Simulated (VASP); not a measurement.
# TiO2 (Rutile) in VASP: further runs

TiO2 (Rutile) is run at these levels: PBE; tasks: single point.

Everything below comes from runs of VASP 6.6.1. Logs are shortened: lines on timing, memory, paths and dates and some standing lists are left out, and cuts for length are marked.

## (1) The cell of the first run

Symmetry: P4_2/mnm, No. 136, tetragonal system. Conventional cell: a = 4.592 Å, b = 4.592 Å, c = 2.957 Å, α = 90.00°, β = 90.00°, γ = 90.00°. Ti (site symmetry mmm) has 6 O at 1.95 to 1.98 Å within 2.6 Å. O (site symmetry m2m) has 3 Ti at 1.95 to 1.98 Å and 1 O at 2.53 Å within 2.6 Å.

## (2) Single point, PBE

INCAR

```
SYSTEM = TiO2
PREC     = Accurate       ! precision mode
ENCUT    = 520            ! plane-wave cutoff, eV
EDIFF    = 1E-6           ! SCF threshold, eV
ISMEAR   = 0              ! smearing method
SIGMA    = 0.05           ! smearing width, eV
LREAL    = .False.        ! projectors in reciprocal space
LASPH    = .True.         ! aspherical terms in the spheres
NELM     = 80             ! most SCF steps
ALGO     = Normal         ! electronic algorithm
ISIF     = 2              ! what is computed and relaxed
LWAVE    = .False.        ! write WAVECAR
LCHARG   = .False.        ! write CHGCAR
GGA      = PE             ! functional
NBANDS   = 33             ! bands
```

KPOINTS

```
regular mesh
0
Gamma
  4 4 6
  0 0 0
```

POSCAR

```
TiO2
1.0
    4.5922000000      0.0000000000      0.0000000000
    0.0000000000      4.5922000000      0.0000000000
    0.0000000000      0.0000000000      2.9574000000
Ti O
2 4
Direct
    0.0000000000      0.0000000000      0.0000000000
    0.5000000000      0.5000000000      0.5000000000
    0.3049600000      0.3049600000      0.0000000000
    0.1950400000      0.8049600000      0.5000000000
    0.6950400000      0.6950400000      0.0000000000
    0.8049600000      0.1950400000      0.5000000000
```

Potentials or basis: VASP PAW PBE potentials, release 64 (Ti_sv, O).

Command:

```bash
> cat potpaw_PBE.64/Ti_sv/POTCAR potpaw_PBE.64/O/POTCAR > POTCAR
> mpirun -np 1 vasp_std > vasp.out
```

OUTCAR:

```text
SYSTEM = TiO2
   PREC = Accurate
   ENCUT = 520
   EDIFF = 1E-6
   ISMEAR = 0
   LREAL = .False.
   LASPH = .True.
   NELM = 80
   ISIF = 2
   GGA = PE

 ion  position               nearest neighbor table
   1  0.000  0.000  0.000-   4 1.95   6 1.95   4 1.95   6 1.95   5 1.98   3 1.98
   2  0.500  0.500  0.500-   3 1.95   5 1.95   3 1.95   5 1.95   4 1.98   6 1.98
   3  0.305  0.305  0.000-   2 1.95   2 1.95   1 1.98
   4  0.195  0.805  0.500-   1 1.95   1 1.95   2 1.98
   5  0.695  0.695  0.000-   2 1.95   2 1.95   1 1.98
   6  0.805  0.195  0.500-   1 1.95   1 1.95   2 1.98

  LATTYP: Found a simple tetragonal cell.
 ALAT       =     4.5922000000
 C/A-ratio  =     0.6440050520

  Lattice vectors:

 A1 = (   4.5922000000,   0.0000000000,   0.0000000000)
 A2 = (   0.0000000000,   4.5922000000,   0.0000000000)
 A3 = (   0.0000000000,   0.0000000000,   2.9574000000)

Analysis of symmetry for initial positions (statically):
=====================================================================
 Subroutine PRICEL returns:
 Original cell was already a primitive cell.

 Routine SETGRP: Setting up the symmetry group for a
 simple tetragonal supercell.

 Subroutine GETGRP returns: Found 16 space group operations
 (whereof  8 operations were pure point group operations)
 out of a pool of 16 trial point group operations.

The static configuration has the point symmetry D_2h.
 The point group associated with its full space group is D_4h.

Analysis of symmetry for dynamics (positions and initial velocities):
=====================================================================
 Subroutine PRICEL returns:
 Original cell was already a primitive cell.

 Routine SETGRP: Setting up the symmetry group for a
 simple tetragonal supercell.

 Subroutine GETGRP returns: Found 16 space group operations
 (whereof  8 operations were pure point group operations)
 out of a pool of 16 trial point group operations.

The dynamic configuration has the point symmetry D_2h.
 The point group associated with its full space group is D_4h.

 Subroutine INISYM returns: Found 16 space group operations
 (whereof  8 operations are pure point group operations),
 and found     1 'primitive' translations

----------------------------------------------------------------------------------------

                                     Primitive cell

  volume of cell :      62.3665

  direct lattice vectors                    reciprocal lattice vectors
     4.592200000  0.000000000  0.000000000     0.217760550  0.000000000  0.000000000
     0.000000000  4.592200000  0.000000000     0.000000000  0.217760550  0.000000000
     0.000000000  0.000000000  2.957400000     0.000000000  0.000000000  0.338134848

  length of vectors
     4.592200000  4.592200000  2.957400000     0.217760550  0.217760550  0.338134848

  position of ions in fractional coordinates (direct lattice)
     0.000000000  0.000000000  0.000000000
     0.500000000  0.500000000  0.500000000
     0.304960000  0.304960000  0.000000000
     0.195040000  0.804960000  0.500000000
     0.695040000  0.695040000  0.000000000
     0.804960000  0.195040000  0.500000000

  ion indices of the primitive-cell ions
   primitive index   ion index
                 1           1
                 2           2
                 3           3
                 4           4
                 5           5
                 6           6

----------------------------------------------------------------------------------------

 KPOINTS: regular mesh

Automatic generation of k-mesh.
 Grid dimensions read from file:
 generate k-points for:    4    4    6

 Generating k-lattice:

  Cartesian coordinates                     Fractional coordinates (reciprocal lattice)
     0.054440138  0.000000000  0.000000000     0.250000000  0.000000000  0.000000000
     0.000000000  0.054440138  0.000000000     0.000000000  0.250000000  0.000000000
     0.000000000  0.000000000  0.056355808     0.000000000  0.000000000  0.166666667

  Length of vectors
     0.054440138  0.054440138  0.056355808

  Shift w.r.t. Gamma in fractional coordinates (k-lattice)
     0.000000000  0.000000000  0.000000000

 Subroutine IBZKPT returns following result:
 ===========================================

 Found     24 irreducible k-points:

 Following reciprocal coordinates:
            Coordinates               Weight
  0.000000  0.000000  0.000000      1.000000
  0.250000  0.000000  0.000000      4.000000
  0.500000  0.000000  0.000000      2.000000
  0.250000  0.250000  0.000000      4.000000
  0.500000  0.250000  0.000000      4.000000
  0.500000  0.500000  0.000000      1.000000
[... 16 lines left out ...]
  0.500000  0.250000  0.500000      4.000000
  0.500000  0.500000  0.500000      1.000000
   k-points           NKPTS =     24   k-points in BZ     NKDIM =     24   number of bands    NBANDS=     33
   number of dos      NEDOS =    301   number of ions     NIONS =      6
   total plane-waves  NPLWV =  31104
   dimension x,y,z NGX =    36 NGY =   36 NGZ =   24
   dimension x,y,z NGXF=    72 NGYF=   72 NGZF=   48
   ions per type =               2   4
   NGX,Y,Z   is equivalent  to a cutoff of  13.03, 13.03, 13.49 a.u.
   NGXF,Y,Z  is equivalent  to a cutoff of  26.07, 26.07, 26.98 a.u.
 SYSTEM =  TiO2
   PREC   = accura    normal or accurate (medium, high low for compatibility)
   ISTART =      0    job   : 0-new  1-cont  2-samecut
   ICHARG =      2    charge: 1-file 2-atom 10-const
   ISPIN  =      1    spin polarized calculation?
   LNONCOLLINEAR =      F non collinear calculations
   LSORBIT =      F    spin-orbit coupling
   LASPH  =      T    aspherical Exc in radial PAW
   ENCUT  =  520.0 eV  38.22 Ry    6.18 a.u.   8.54  8.54  5.50*2*pi/ulx,y,z
   NELM   =     80;   NELMIN=  2; NELMDL= -5     # of ELM steps
   EDIFF  = 0.1E-05   stopping-criterion for ELM
   LREAL  =      F    real-space projection
   EDIFFG = 0.1E-04   stopping-criterion for IOM
   NSW    =      0    number of steps for IOM
   IBRION =     -1    ionic relax: 0-MD 1-quasi-New 2-CG
   NFREE  =      0    steps in history (QN), initial steepest desc. (CG)
   ISIF   =      2    stress and relaxation
   ISYM   =      2    0-nonsym 1-usesym 2-fastsym
   POTIM  = 0.5000    time-step for ionic-motion
   TEBEG  =    0.0;   TEEND  =   0.0 temperature during run
   PSTRESS=    0.0 pullay stress
   NELECT =      48.0000    total number of electrons
   NUPDOWN=      -1.0000    fix difference up-down
   EMIN   =  10.00;   EMAX   =-10.00  energy-range for DOS
   EFERMI =   0.00;   METHOD = LEGACY
   ISMEAR =     0;   SIGMA  =   0.05  broadening in eV -4-tet -1-fermi 0-gaus
   EFERMI_NEDOS =   21; number of points for ismear=-14 and -15
   IALGO  =     38    algorithm
   IMIX   =      4    mixing-type and parameters
     AMIX     =   0.40;   BMIX     =  1.00
     AMIX_MAG =   1.60;   BMIX_MAG =  1.00
  volume/ion in A,a.u.               =      10.39        70.15
  Fermi-wavevector in a.u.,A,eV,Ry     =   1.500277  2.835112 30.624403  2.250830
  Thomas-Fermi vector in A             =   2.611798
   LORBIT       =      0    0 simple, 1 ext, 2 COOP (PROOUT), +10 PAW based schemes
   GGA     = PE    functional components
   LHFCALC =     F    Hartree Fock is set to
   AEXX    =    0.0000 exact exchange contribution
   IVDW    =     0    specifies the selected vdW correction
   LEPSILON=     F    determine dielectric tensor
   LRPA    =     F    only Hartree local field effects (RPA)
 non-spin polarized calculation
 Gauss-broadening in eV      SIGMA  =   0.05
  energy-cutoff  :      520.00
  volume of cell :       62.37
 maximum number of plane-waves:      1720
 NGX is ok and might be reduce to    36
   NGX = 17   NGY = 17   NGZ = 11

 number of electron      48.0000022 magnetization

 Free energy of the ion-electron system (eV)
  ---------------------------------------------------
  ext. energy  EPLUGINS =         0.00000000
  ---------------------------------------------------
  free energy    TOTEN  =       -53.64119082 eV

  energy without entropy =      -53.64119082  energy(sigma->0) =      -53.64119082

 E-fermi :   5.1416     XC(G=0): -11.4175

 val. band max:        4.8604181691   @ k =   0.0000   0.0000   0.0000
 cond. band min:       6.7307566557   @ k =   0.0000   0.0000   0.0000
 fundamental gap:      1.8703384866
 Fermi energy:         5.1416121254

 k-point     1 :       0.0000    0.0000    0.0000
  band No.  band energies     occupation
      1     -52.0544      2.00000
      2     -52.0371      2.00000
      3     -28.3640      2.00000
      4     -28.3640      2.00000
      5     -28.1972      2.00000
      6     -28.1972      2.00000
[... 25 lines left out ...]
     32      11.4879      0.00000
     33      11.4889      0.00000

 k-point     2 :       0.2500    0.0000    0.0000
  band No.  band energies     occupation
      1     -52.0519      2.00000
      2     -52.0397      2.00000
      3     -28.3448      2.00000
      4     -28.3433      2.00000
      5     -28.2201      2.00000
      6     -28.2184      2.00000
[... 25 lines left out ...]
     32      11.3010      0.00000
     33      11.3347      0.00000

 k-point     3 :       0.5000    0.0000    0.0000
  band No.  band energies     occupation
      1     -52.0457      2.00000
      2     -52.0457      2.00000
      3     -28.3117      2.00000
      4     -28.3117      2.00000
      5     -28.2537      2.00000
      6     -28.2537      2.00000
[... 25 lines left out ...]
     32      10.9547      0.00000
     33      11.1322      0.00000

 k-point     4 :       0.2500    0.2500    0.0000
  band No.  band energies     occupation
      1     -52.0500      2.00000
      2     -52.0414      2.00000
      3     -28.3702      2.00000
      4     -28.3122      2.00000
      5     -28.2533      2.00000
      6     -28.1935      2.00000
[... 673 lines left out ...]
     32      10.7125      0.00000
     33      10.8757      0.00000

 k-point    23 :       0.5000    0.2500    0.5000
  band No.  band energies     occupation
      1     -52.0052      2.00000
      2     -52.0052      2.00000
      3     -28.5946      2.00000
      4     -28.5946      2.00000
      5     -28.2140      2.00000
      6     -28.2140      2.00000
[... 25 lines left out ...]
     32      10.0744      0.00000
     33      11.6252      0.00000

 k-point    24 :       0.5000    0.5000    0.5000
  band No.  band energies     occupation
      1     -52.0052      2.00000
      2     -52.0052      2.00000
      3     -28.5885      2.00000
      4     -28.5885      2.00000
      5     -28.2202      2.00000
      6     -28.2202      2.00000
[... 25 lines left out ...]
     32      10.7702      0.00000
     33      10.8620      0.00000

------------------------ aborting loop because EDIFF is reached ----------------------------------------

  FORCE on cell =-STRESS in cart. coord.  units (eV):
  Direction    XX          YY          ZZ          XY          YZ          ZX
  --------------------------------------------------------------------------------------
  -------------------------------------------------------------------------------------
  Total        2.4150168      2.4150168      2.2396800      0.0000000      0.0000000      0.0000000
  in kB       62.0410430     62.0410430     57.5366935      0.0000000      0.0000000      0.0000000
  external PRESSURE =      60.5395932 kB  Pullay stress =       0.0000000 kB

 VOLUME and BASIS-vectors are now :
 -----------------------------------------------------------------------------
  energy-cutoff  :      520.00
  volume of cell :       62.37
      direct lattice vectors                 reciprocal lattice vectors
     4.592200000  0.000000000  0.000000000     0.217760550  0.000000000  0.000000000
     0.000000000  4.592200000  0.000000000     0.000000000  0.217760550  0.000000000
     0.000000000  0.000000000  2.957400000     0.000000000  0.000000000  0.338134848

 POSITION                                       TOTAL-FORCE (eV/Angst)
 -----------------------------------------------------------------------------------
      0.00000      0.00000      0.00000         0.000000      0.000000     -0.000000
      2.29610      2.29610      1.47870         0.000000      0.000000     -0.000000
      1.40044      1.40044      0.00000        -0.088853     -0.088853      0.000000
      0.89566      3.69654      1.47870         0.088853     -0.088853     -0.000000
      3.19176      3.19176      0.00000         0.088853      0.088853     -0.000000
      3.69654      0.89566      1.47870        -0.088853      0.088853     -0.000000
 -----------------------------------------------------------------------------------
    total drift:                                0.000000      0.000000     -0.000000

  FREE ENERGIE OF THE ION-ELECTRON SYSTEM (eV)
  ---------------------------------------------------
  free  energy   TOTEN  =       -53.6411908218 eV

  energy  without entropy=      -53.6411908218  energy(sigma->0) =      -53.64119082
```

It took 37 s on 1 thread of AMD EPYC 9R45 (Zen 5), shared host; peak memory 0.16 GiB.

Results:

| Item | Value |
| --- | --- |
| Free energy | -53.6412 eV |
| Pressure | 6.1 GPa |
| Largest force | 0.126 eV/Å |
| Band gap on the k mesh | 1.87 eV, direct |

Forces on the atoms (eV/Å):
```
Ti   0.000  0.000  0.000
Ti   0.000  0.000  0.000
O   -0.089 -0.089  0.000
O    0.089 -0.089  0.000
O    0.089  0.089  0.000
O   -0.089  0.089  0.000
```

Levels at points of the mesh, in eV from the valence-band top:
```tsv
k point	band 21	band 22	band 23	band 24	band 25	band 26	band 27	band 28
(0.00, 0.00, 0.00)	-0.70	-0.44	-0.44	0.00	1.87	2.18	2.40	2.49
(0.50, 0.00, 0.00)	-1.64	-1.64	-0.75	-0.75	2.55	2.55	3.02	3.02
(0.50, 0.50, 0.00)	-1.31	-1.31	-1.05	-1.05	1.91	1.91	2.52	2.52
(0.00, 0.00, 0.50)	-2.36	-2.36	-1.42	-1.42	2.96	2.96	3.16	3.16
(0.50, 0.00, 0.50)	-2.04	-2.04	-1.03	-1.03	1.91	1.91	3.19	3.19
(0.50, 0.50, 0.50)	-1.28	-1.28	-0.67	-0.67	2.59	2.59	3.21	3.21
```

(Part 1 of 2 ends here.)
